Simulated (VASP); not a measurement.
Input of a VASP 6.6.1 run:

The input INCAR:

```
SYSTEM = SnBi2O5
PREC = Accurate
ENCUT = 600
EDIFF = 1E-6
ISMEAR = 0
SIGMA = 0.15
LREAL = .False.
LASPH = .True.
NELM = 60
ALGO = Normal
ISIF = 3
LWAVE = .False.
LCHARG = .False.
GGA = PE
IBRION = 2
NSW = 36
EDIFFG = -0.08
```

Contents of KPOINTS:

```
Automatic mesh
0
Gamma
  4 4 4
  0 0 0
```

Contents of POSCAR:

```
SnBi2O5
1.0
   -1.9500000000      1.9750000000      8.4000000000
    1.9500000000     -1.9750000000      8.4000000000
    1.9500000000      1.9750000000     -8.4000000000
Sn Bi O
1 2 5
Direct
    0.0000000000      0.0000000000      0.0000000000
    0.6700000000      0.6700000000      0.0000000000
    0.3300000000      0.3300000000      0.0000000000
    0.1150000000      0.1150000000      0.0000000000
    0.8850000000      0.8850000000      0.0000000000
    0.5000000000      0.0000000000      0.5000000000
    0.7500000000      0.2500000000      0.5000000000
    0.2500000000      0.7500000000      0.5000000000
```

Potentials or basis: VASP PAW PBE potentials, release 64 (Sn_d, Bi_d, O).

Command:

```bash
$ cat potpaw_PBE.64/Sn_d/POTCAR potpaw_PBE.64/Bi_d/POTCAR potpaw_PBE.64/O/POTCAR > POTCAR
$ mpirun -np 1 vasp_std > vasp.out
```

Question: What does it give for the relaxed volume?

Answer: 15.58 Å³/atom.

Question: Predict the band gap on the k mesh.

Answer: 0.75 eV (least direct gap 1.39 eV).

Question: Estimate the relaxed cell.

Answer: a = 8.954 Å, b = 8.954 Å, c = 8.954 Å, α = 156.38°, β = 154.29°, γ = 35.19°.

Final structure:
```yaml
crystal:
  lattice:
    - [-1.83253, 1.99221, 8.53474]
    - [1.83253, -1.99221, 8.53474]
    - [1.83253, 1.99221, -8.53474]
  atoms:
    - { symbol: Sn, position: [0.00000, 0.00000, 0.00000] }
    - { symbol: Bi, position: [0.67363, 0.67363, 0.00000] }
    - { symbol: Bi, position: [0.32637, 0.32637, 0.00000] }
    - { symbol: O, position: [0.11581, 0.11581, 0.00000] }
    - { symbol: O, position: [0.88419, 0.88419, 0.00000] }
    - { symbol: O, position: [0.50000, 0.00000, 0.50000] }
    - { symbol: O, position: [0.75308, 0.25308, 0.50000] }
    - { symbol: O, position: [0.24692, 0.74692, 0.50000] }
```

Caveat: the cell differs from its parent crystal (atoms taken out); spin-orbit coupling is left out, which moves the levels of the heavy elements. A k mesh can miss the band edges.
